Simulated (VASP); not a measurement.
# YLu (P4/mmm) in VASP: further runs

YLu is run at these levels: LDA; tasks: relaxation of cell and atoms.

All numbers are computed with VASP 6.6.1; they aren't measurements. Logs are shortened: lines on timing, memory, paths and dates and some standing lists are left out, and cuts for length are marked.

### Step 1. The cell of the first run

The structure is tetragonal, space group P4/mmm (No. 123). Conventional cell: a = 3.392 Å, b = 3.392 Å, c = 4.766 Å, α = 90.00°, β = 90.00°, γ = 90.00°. Lu (site symmetry 4/mmm) has 8 Y at 3.38 Å and 4 Lu at 3.39 Å within 4.4 Å. Y (site symmetry 4/mmm) has 8 Lu at 3.38 Å and 4 Y at 3.39 Å within 4.4 Å.

### Step 2. Relaxation of cell and atoms, LDA

The input, INCAR:

```
PREC     = Accurate       # precision mode
ENCUT    = 600            # plane-wave cutoff, eV
EDIFF    = 1E-6           # SCF threshold, eV
ISMEAR   = -1             # smearing method
SIGMA    = 0.05           # smearing width, eV
LREAL    = False          # projectors in reciprocal space
LASPH    = True           # aspherical terms in the spheres
NELM     = 60             # most SCF steps
ALGO     = Normal         # electronic algorithm
ISIF     = 3              # what is computed and relaxed
LWAVE    = False          # write WAVECAR
LCHARG   = False          # write CHGCAR
GGA      = CA             # functional
IBRION   = 2              # ionic algorithm
NSW      = 80             # ionic steps
EDIFFG   = -0.01          # ionic threshold
```

The input, KPOINTS:

```
Automatic mesh
0
Gamma
  5 5 5
```

The input, POSCAR:

```
YLu
1.0
    4.7657012088      0.0000000000      0.0000000000
    0.0000000000      4.7965705485      0.0000000000
    0.0000000000      0.0000000000      4.7965705485
Lu Y
2 2
Direct
    0.0000000000      0.0000000000      0.0000000000
    0.0000000000      0.5000000000      0.5000000000
    0.5000000000      0.0000000000      0.5000000000
    0.5000000000      0.5000000000      0.0000000000
```

Potentials or basis: VASP PAW PBE potentials, release 64 (Lu, Y_sv).

Started as:

```
> cat potpaw_PBE.64/Lu/POTCAR potpaw_PBE.64/Y_sv/POTCAR > POTCAR
> mpirun -np 1 vasp_std > vasp.out
```

OUTCAR:

```text
PREC = Accurate
   ENCUT = 600
   EDIFF = 1E-6
   ISMEAR = -1
   LREAL = False
   LASPH = True
   NELM = 60
   ISIF = 3
   GGA = CA
   IBRION = 2
   NSW = 80
   EDIFFG = -0.01

 ion  position               nearest neighbor table
   1  0.000  0.000  0.000-   3 3.38   4 3.38   3 3.38   4 3.38   3 3.38   4 3.38   3 3.38   4 3.38
                             2 3.39   2 3.39   2 3.39   2 3.39
   2  0.000  0.500  0.500-   3 3.38   4 3.38   4 3.38   3 3.38   3 3.38   4 3.38   4 3.38   3 3.38
                             1 3.39   1 3.39   1 3.39   1 3.39
   3  0.500  0.000  0.500-   1 3.38   2 3.38   1 3.38   2 3.38   1 3.38   2 3.38   1 3.38   2 3.38
                             4 3.39   4 3.39   4 3.39   4 3.39
   4  0.500  0.500  0.000-   1 3.38   2 3.38   2 3.38   1 3.38   1 3.38   2 3.38   2 3.38   1 3.38
                             3 3.39   3 3.39   3 3.39   3 3.39

  LATTYP: Found a simple tetragonal cell.
 ALAT       =     4.7965705485
 C/A-ratio  =     0.9935642894

  Lattice vectors:

 A1 = (   0.0000000000,   4.7965705485,   0.0000000000)
 A2 = (   0.0000000000,   0.0000000000,   4.7965705485)
 A3 = (   4.7657012088,   0.0000000000,   0.0000000000)

Analysis of symmetry for initial positions (statically):
=====================================================================
 Subroutine PRICEL returns following result:

  LATTYP: Found a simple tetragonal cell.
 ALAT       =     3.3916875613
 C/A-ratio  =     1.4051120932

  Lattice vectors:

 A1 = (   0.0000000000,   2.3982852743,  -2.3982852743)
 A2 = (   0.0000000000,   2.3982852743,   2.3982852743)
 A3 = (   4.7657012088,   0.0000000000,   0.0000000000)

   2 primitive cells build up your supercell.

 Routine SETGRP: Setting up the symmetry group for a
 simple tetragonal supercell.

 Subroutine GETGRP returns: Found 16 space group operations
 (whereof 16 operations were pure point group operations)
 out of a pool of 16 trial point group operations.

The static configuration has the point symmetry D_4h.

Analysis of symmetry for dynamics (positions and initial velocities):
=====================================================================
 Subroutine PRICEL returns following result:

  LATTYP: Found a simple tetragonal cell.
 ALAT       =     3.3916875613
 C/A-ratio  =     1.4051120932

  Lattice vectors:

 A1 = (   0.0000000000,   2.3982852743,  -2.3982852743)
 A2 = (   0.0000000000,   2.3982852743,   2.3982852743)
 A3 = (   4.7657012088,   0.0000000000,   0.0000000000)

   2 primitive cells build up your supercell.

 Routine SETGRP: Setting up the symmetry group for a
 simple tetragonal supercell.

 Subroutine GETGRP returns: Found 16 space group operations
 (whereof 16 operations were pure point group operations)
 out of a pool of 16 trial point group operations.

The dynamic configuration has the point symmetry D_4h.

 Subroutine INISYM returns: Found 16 space group operations
 (whereof 16 operations are pure point group operations),
 and found     2 'primitive' translations

----------------------------------------------------------------------------------------

                                     Primitive cell

  volume of cell :      54.8225

  direct lattice vectors                    reciprocal lattice vectors
     0.000000000  2.398285274 -2.398285274     0.000000000  0.208482287 -0.208482287
     0.000000000  2.398285274  2.398285274     0.000000000  0.208482287  0.208482287
     4.765701209  0.000000000  0.000000000     0.209832710  0.000000000  0.000000000

  length of vectors
     3.391687561  3.391687561  4.765701209     0.294838478  0.294838478  0.209832710

  position of ions in fractional coordinates (direct lattice)
     0.000000000  0.000000000  0.000000000
     0.500000000  0.500000000  0.500000000

  ion indices of the primitive-cell ions
   primitive index   ion index
                 1           1
                 2           3

----------------------------------------------------------------------------------------

 KPOINTS: Automatic mesh

Automatic generation of k-mesh.
 Grid dimensions read from file:
 generate k-points for:    5    5    5

 Generating k-lattice:

  Cartesian coordinates                     Fractional coordinates (reciprocal lattice)
     0.041966542  0.000000000  0.000000000     0.200000000  0.000000000  0.000000000
     0.000000000  0.041696457  0.000000000     0.000000000  0.200000000  0.000000000
     0.000000000  0.000000000  0.041696457     0.000000000  0.000000000  0.200000000

  Length of vectors
     0.041966542  0.041696457  0.041696457

  Shift w.r.t. Gamma in fractional coordinates (k-lattice)
     0.000000000  0.000000000  0.000000000

 Subroutine IBZKPT returns following result:
 ===========================================

 Found     18 irreducible k-points:

 Following reciprocal coordinates:
            Coordinates               Weight
  0.000000  0.000000  0.000000      1.000000
  0.200000  0.000000  0.000000      2.000000
  0.400000  0.000000  0.000000      2.000000
  0.000000  0.200000  0.000000      4.000000
  0.200000  0.200000  0.000000      8.000000
  0.400000  0.200000  0.000000      8.000000
[... 10 lines left out ...]
  0.200000  0.400000  0.400000      8.000000
  0.400000  0.400000  0.400000      8.000000
   k-points           NKPTS =     18   k-points in BZ     NKDIM =     18   number of bands    NBANDS=     43
   number of dos      NEDOS =    301   number of ions     NIONS =      4
   total plane-waves  NPLWV =  64000
   dimension x,y,z NGX =    40 NGY =   40 NGZ =   40
   dimension x,y,z NGXF=    80 NGYF=   80 NGZF=   80
   ions per type =               2   2
   NGX,Y,Z   is equivalent  to a cutoff of  13.95, 13.86, 13.86 a.u.
   NGXF,Y,Z  is equivalent  to a cutoff of  27.91, 27.73, 27.73 a.u.
 SYSTEM =  unknown system
   PREC   = accura    normal or accurate (medium, high low for compatibility)
   ISTART =      0    job   : 0-new  1-cont  2-samecut
   ICHARG =      2    charge: 1-file 2-atom 10-const
   ISPIN  =      1    spin polarized calculation?
   LNONCOLLINEAR =      F non collinear calculations
   LSORBIT =      F    spin-orbit coupling
   LASPH  =      T    aspherical Exc in radial PAW
   ENCUT  =  600.0 eV  44.10 Ry    6.64 a.u.   9.52  9.58  9.58*2*pi/ulx,y,z
   NELM   =     60;   NELMIN=  2; NELMDL= -5     # of ELM steps
   EDIFF  = 0.1E-05   stopping-criterion for ELM
   LREAL  =      F    real-space projection
   EDIFFG = -.1E-01   stopping-criterion for IOM
   NSW    =     80    number of steps for IOM
   IBRION =      2    ionic relax: 0-MD 1-quasi-New 2-CG
   NFREE  =      1    steps in history (QN), initial steepest desc. (CG)
   ISIF   =      3    stress and relaxation
   ISYM   =      2    0-nonsym 1-usesym 2-fastsym
   POTIM  = 0.5000    time-step for ionic-motion
   TEBEG  =    0.0;   TEEND  =   0.0 temperature during run
   PSTRESS=    0.0 pullay stress
   NELECT =      72.0000    total number of electrons
   NUPDOWN=      -1.0000    fix difference up-down
   EMIN   =  10.00;   EMAX   =-10.00  energy-range for DOS
   EFERMI =   0.00;   METHOD = LEGACY
   ISMEAR =    -1;   SIGMA  =   0.05  broadening in eV -4-tet -1-fermi 0-gaus
   EFERMI_NEDOS =   21; number of points for ismear=-14 and -15
   IALGO  =     38    algorithm
   IMIX   =      4    mixing-type and parameters
     AMIX     =   0.40;   BMIX     =  1.00
     AMIX_MAG =   1.60;   BMIX_MAG =  1.00
  volume/ion in A,a.u.               =      27.41       184.98
  Fermi-wavevector in a.u.,A,eV,Ry     =   1.422950  2.688985 27.548878  2.024785
  Thomas-Fermi vector in A             =   2.543599
   LORBIT       =      0    0 simple, 1 ext, 2 COOP (PROOUT), +10 PAW based schemes
   GGA     = CA    functional components
   LHFCALC =     F    Hartree Fock is set to
   AEXX    =    0.0000 exact exchange contribution
   IVDW    =     0    specifies the selected vdW correction
   LEPSILON=     F    determine dielectric tensor
   LRPA    =     F    only Hartree local field effects (RPA)
 conjugate gradient relaxation of ions
 non-spin polarized calculation
  energy-cutoff  :      600.00
  volume of cell :      109.64
 maximum number of plane-waves:      3727
 NGX is ok and might be reduce to    40
   NGX = 19   NGY = 19   NGZ = 19

 number of electron      72.0000012 magnetization

 Free energy of the ion-electron system (eV)
  ---------------------------------------------------
  ext. energy  EPLUGINS =         0.00000000
  ---------------------------------------------------
  free energy    TOTEN  =       -24.27018347 eV

  energy without entropy =      -24.22107105  energy(sigma->0) =      -24.24562726

 E-fermi :   2.9634     XC(G=0): -10.8203

 val. band max:        2.9626682439   @ k =   0.0000   0.4000   0.2000
 cond. band min:       2.9836157056   @ k =   0.2000   0.4000   0.4000
 fundamental gap:      0.0209474617
 Fermi energy:         2.9633910105

 k-point     1 :       0.0000    0.0000    0.0000
  band No.  band energies     occupation
      1     -52.7951      2.00000
      2     -52.7685      2.00000
      3     -39.0108      2.00000
      4     -38.9208      2.00000
      5     -23.8051      2.00000
      6     -23.8051      2.00000
[... 35 lines left out ...]
     42       5.5834      0.00000
     43       5.6856      0.00000

 k-point     2 :       0.2000    0.0000    0.0000
  band No.  band energies     occupation
      1     -52.7950      2.00000
      2     -52.7685      2.00000
      3     -39.0110      2.00000
      4     -38.9206      2.00000
      5     -23.8023      2.00000
      6     -23.8023      2.00000
[... 35 lines left out ...]
     42       5.2314      0.00000
     43       5.2314      0.00000

 k-point     3 :       0.4000    0.0000    0.0000
  band No.  band energies     occupation
      1     -52.7950      2.00000
      2     -52.7684      2.00000
      3     -39.0112      2.00000
      4     -38.9204      2.00000
      5     -23.7978      2.00000
      6     -23.7978      2.00000
[... 643 lines left out ...]
      6     -23.8115      2.00000
[... 35 lines left out ...]
     42       4.7721      0.00000
     43       5.2660      0.00000

 k-point    18 :       0.4000    0.4000    0.4000
  band No.  band energies     occupation
      1     -52.7829      2.00000
      2     -52.7803      2.00000
      3     -38.9694      2.00000
      4     -38.9607      2.00000
      5     -23.8462      2.00000
      6     -23.8196      2.00000
[... 35 lines left out ...]
     42       4.9016      0.00000
     43       5.0413      0.00000

------------------------ aborting loop because EDIFF is reached ----------------------------------------

  FORCE on cell =-STRESS in cart. coord.  units (eV):
  Direction    XX          YY          ZZ          XY          YZ          ZX
  --------------------------------------------------------------------------------------
  -------------------------------------------------------------------------------------
  Total        0.0210493      0.0300496      0.0300496      0.0000000      0.0000000      0.0000000
  in kB        0.3075816      0.4390968      0.4390968      0.0000000      0.0000000      0.0000000
  external PRESSURE =       0.3952584 kB  Pullay stress =       0.0000000 kB

 VOLUME and BASIS-vectors are now :
 -----------------------------------------------------------------------------
  energy-cutoff  :      600.00
  volume of cell :      109.64
      direct lattice vectors                 reciprocal lattice vectors
     4.765701209  0.000000000  0.000000000     0.209832710  0.000000000  0.000000000
     0.000000000  4.796570549  0.000000000     0.000000000  0.208482287  0.000000000
     0.000000000  0.000000000  4.796570549     0.000000000  0.000000000  0.208482287

 POSITION                                       TOTAL-FORCE (eV/Angst)
 -----------------------------------------------------------------------------------
      0.00000      0.00000      0.00000        -0.000000      0.000000      0.000000
      0.00000      2.39829      2.39829        -0.000000      0.000000     -0.000000
      2.38285      0.00000      2.39829         0.000000      0.000000      0.000000
      2.38285      2.39829      0.00000         0.000000      0.000000      0.000000
 -----------------------------------------------------------------------------------
    total drift:                               -0.000000     -0.000000     -0.000000

  FREE ENERGIE OF THE ION-ELECTRON SYSTEM (eV)
  ---------------------------------------------------
  free  energy   TOTEN  =       -24.2701834666 eV

  energy  without entropy=      -24.2210710466  energy(sigma->0) =      -24.24562726

 reached required accuracy - stopping structural energy minimisation
```

It took 70 s on 1 thread of Intel Xeon 6975P-C (Granite Rapids), shared host; peak memory 0.27 GiB.

Results:

```yaml
Free_energy: -24.2702 eV
Pressure_after_relaxing: 0.0 GPa
Band_gap_on_the_k_mesh: zero (bands 36 and 37 overlap by 1.66 eV)
```

Final structure:
```yaml
crystal:
  lattice:
    - [4.76570, 0.00000, 0.00000]
    - [0.00000, 4.79657, 0.00000]
    - [0.00000, 0.00000, 4.79657]
  atoms:
    - { symbol: Lu, position: [0.00000, 0.00000, 0.00000] }
    - { symbol: Lu, position: [0.00000, 0.50000, 0.50000] }
    - { symbol: Y, position: [0.50000, 0.00000, 0.50000] }
    - { symbol: Y, position: [0.50000, 0.50000, 0.00000] }
```

Levels at points of the mesh, in eV from the Fermi level:
```csv
k point,band 33,band 34,band 35,band 36,band 37,band 38,band 39,band 40,band 41,band 42
"(0.00, 0.00, 0.00)",-2.15,-2.02,-1.13,-1.11,-1.11,2.03,2.03,2.10,2.62,2.62
```

Caveat: the PAW data sets were made with another functional, which shifts forces and pressure a little; spin-orbit coupling is left out, which moves the levels of the heavy elements.

### Step 3. Relaxation of cell and atoms, LDA

This run uses another cell than the first one, of 31.16 Å³/atom.

The input, INCAR:

```
SYSTEM = YLu
PREC = Accurate
ENCUT = 600
EDIFF = 1E-7
ISMEAR = -1
SIGMA = 0.05
LREAL = .False.
LASPH = .True.
NELM = 60
ALGO = Normal
ISIF = 3
LWAVE = .False.
LCHARG = .False.
GGA = CA
IBRION = 2
NSW = 80
EDIFFG = -0.01
```

The input, KPOINTS:

```
regular mesh
0
Gamma
  5 5 5
  0 0 0
```

The input, POSCAR:

```
YLu
1.0
    4.9950000000      0.0000000000      0.0000000000
    0.0000000000      4.9950000000      0.0000000000
    0.0000000000      0.0000000000      4.9950000000
Lu Y
2 2
Direct
    0.0000000000      0.0000000000      0.0000000000
    0.0000000000      0.5000000000      0.5000000000
    0.5000000000      0.0000000000      0.5000000000
    0.5000000000      0.5000000000      0.0000000000
```

Potentials or basis: VASP PAW PBE potentials, release 64 (Lu, Y_sv).

Started as:

```
> cat potpaw_PBE.64/Lu/POTCAR potpaw_PBE.64/Y_sv/POTCAR > POTCAR
> mpirun -np 1 vasp_std > vasp.out
```

Run time: 8.7 min. Hardware: 1 thread of Intel Xeon 6975P-C (Granite Rapids), shared host; peak memory 0.28 GiB.

The run converged. Its results:

- Free energy: -24.2712 eV
- Relaxed volume: 27.44 Å³/atom
- Relaxed cell: a = 4.761 Å, b = 4.801 Å, c = 4.801 Å, α = 90.00°, β = 90.00°, γ = 90.00°
- Space group after relaxing (to 0.1 Å): P4/mmm (No. 123)
- Energy gained by relaxing: 62.9 meV/atom
- Ionic steps: 11
- Pressure after relaxing: 0.0 GPa
- Band gap on the k mesh: zero (bands 36 and 37 overlap by 1.65 eV)

The path:
| step | energy change (eV) | largest force (eV/Å) | pressure (GPa) | volume (Å³) |
| --- | --- | --- | --- | --- |
| 1 | 0.0000 | 0.0000 | -4.91 | 124.63 |
| 2 | -0.2479 | 0.0000 | 0.73 | 108.18 |
| 3 | -0.2514 | 0.0000 | 0.01 | 109.73 |
| 4 | -0.2513 | 0.0000 | -0.13 | 110.01 |
| 5 | -0.2514 | 0.0000 | -0.11 | 110.00 |
| 6 | -0.2515 | 0.0000 | -0.10 | 110.00 |
| 7 | -0.2515 | 0.0000 | -0.07 | 109.98 |
| 8 | -0.2512 | 0.0000 | -0.06 | 109.93 |
| 9 | -0.2515 | 0.0000 | -0.10 | 109.97 |
| 10 | -0.2516 | 0.0000 | 0.04 | 109.69 |
| 11 | -0.2516 | 0.0000 | -0.01 | 109.76 |

Final structure:
```yaml
crystal:
  lattice:
    - [4.76111, 0.00000, 0.00000]
    - [0.00000, 4.80138, 0.00000]
    - [0.00000, 0.00000, 4.80138]
  atoms:
    - { symbol: Lu, position: [0.00000, 0.00000, 0.00000] }
    - { symbol: Lu, position: [0.00000, 0.50000, 0.50000] }
    - { symbol: Y, position: [0.50000, 0.00000, 0.50000] }
    - { symbol: Y, position: [0.50000, 0.50000, 0.00000] }
```

Levels at points of the mesh, in eV from the Fermi level:
```
           k point  band 34  band 35  band 36  band 37  band 38  band 39  band 40  band 41
(0.00, 0.00, 0.00)    -2.02    -1.14    -1.11    -1.11     2.03     2.03     2.11     2.60
```

Caveat: the PAW data sets were made with another functional, which shifts forces and pressure a little; spin-orbit coupling is left out, which moves the levels of the heavy elements.

The gap in the log of VASP goes by the Fermi energy; the results here count the filled bands.